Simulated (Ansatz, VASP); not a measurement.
GaSi2S2: VASP beside Ansatz

```
Ga Si S
1.0
    -3.99411    3.99411    4.72178
     3.99411   -3.99411    4.72178
     3.99411    3.99411   -4.72178
Ga Si S
2 4 4
Direct
  0.70865 0.70865 0.00000
  0.29135 0.29135 0.00000
  0.50000 0.28038 0.78038
  0.50000 0.71962 0.21962
  0.71962 0.50000 0.21962
  0.28038 0.50000 0.78038
  0.75000 0.25000 0.50000
  0.25000 0.75000 0.50000
  0.50000 0.00000 0.50000
  0.00000 0.50000 0.50000
```

Alike in both runs: functional PBE; k mesh 3 × 3 × 3; occupations gaussian, width 0.2 eV; no spin polarisation.

Ansatz relaxed the structure, and its values are those at the end. VASP's run is a single point on that final structure, the one shown.

|  | VASP | Ansatz |
| --- | --- | --- |
| version | VASP 6.6.1 | Ansatz 0.2.0 |
| potentials or method | VASP PAW PBE potentials, release 64 (Ga_d, Si, S), cutoff 500 eV | scalar-relativistic, plane waves, PAW |
| valence electrons in the cell | 66 | 66 |

```csv
,VASP,Ansatz,Ansatz less VASP
gap on the k mesh at the Fermi level (eV),none,none,-
pressure (GPa),0.1,0.2,+0.06
rms of the force components (eV/Å),0.017,0.017,-0.0001
```

A gap of «none» marks a metal or a gap that the smearing closes.

The k mesh is coarse, so the values compare programs but aren't converged.
